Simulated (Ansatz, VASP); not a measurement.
# One calculation of Pd, two programs

```
Pd
1.0
     0.00000    1.91873    1.91873
     1.91873    0.00000    1.91873
     1.91873    1.91873    0.00000
Pd
1
Direct
  0.00000 0.00000 0.00000
```

Alike in both runs: functional LDA; k mesh 12 × 12 × 12; occupations gaussian, width 0.1 eV; no spin polarisation.

Ansatz relaxed the structure, and its values are those at the end. VASP's run is a single point on that final structure, the one shown.

```csv
,VASP,Ansatz
version,VASP 6.6.1,Ansatz 0.2.0
potentials or method,"VASP PAW LDA potentials, release 64 (Pd)","scalar-relativistic, plane waves, PAW"
plane-wave cutoff (eV),500,420
valence electrons in the cell,10,18
```

|  | VASP | Ansatz | Ansatz less VASP |
| --- | --- | --- | --- |
| gap on the k mesh at the Fermi level (eV) | none | none | - |
| pressure (GPa) | 0.3 | 0.0 | -0.31 |

LDA's correlation is that of Perdew and Zunger in VASP and of Perdew and Wang (1992) in Ansatz. A gap of «none» marks a metal or a gap that the smearing closes. VASP's potentials hold 10 valence electrons a cell and Ansatz's 18, so a difference there can come from the potentials and not from the codes.
